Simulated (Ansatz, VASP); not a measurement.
One calculation of Hg3Sb3Pb, two programs

```
Hg Sb Pb
1.0
     5.95924    0.00000    0.00000
     0.00000    5.95924    0.00000
     0.00000    0.00000    5.95924
Hg Sb Pb
3 3 1
Direct
  0.50000 0.00000 0.00000
  0.00000 0.50000 0.00000
  0.00000 0.00000 0.50000
  0.50000 0.50000 0.00000
  0.00000 0.50000 0.50000
  0.50000 0.00000 0.50000
  0.50000 0.50000 0.50000
```

Change from the starting cell: species swapped into the La3GaBr3 type (Pm-3m, No. 221).

Alike in both runs: task single point; functional PBE; k mesh 4 × 4 × 4; occupations gaussian, width 0.1 eV; no spin polarisation.

|  | VASP | Ansatz |
| --- | --- | --- |
| version | VASP 6.6.1 | Ansatz 0.2.0 |
| potentials or method | VASP PAW PBE potentials, release 64 (Hg, Sb, Pb_d), cutoff 520 eV | scalar-relativistic, plane waves, PAW |
| valence electrons in the cell | 65 | 119 |

```tsv
	VASP	Ansatz	Ansatz less VASP
gap on the k mesh at the Fermi level (eV)	none	none	-
pressure (GPa)	3.1	3.1	0.00
```

A gap of «none» marks a metal or a gap that the smearing closes. VASP's potentials hold 65 valence electrons a cell and Ansatz's 119, so a difference there can come from the potentials and not from the codes.

Spin-orbit coupling is off throughout.
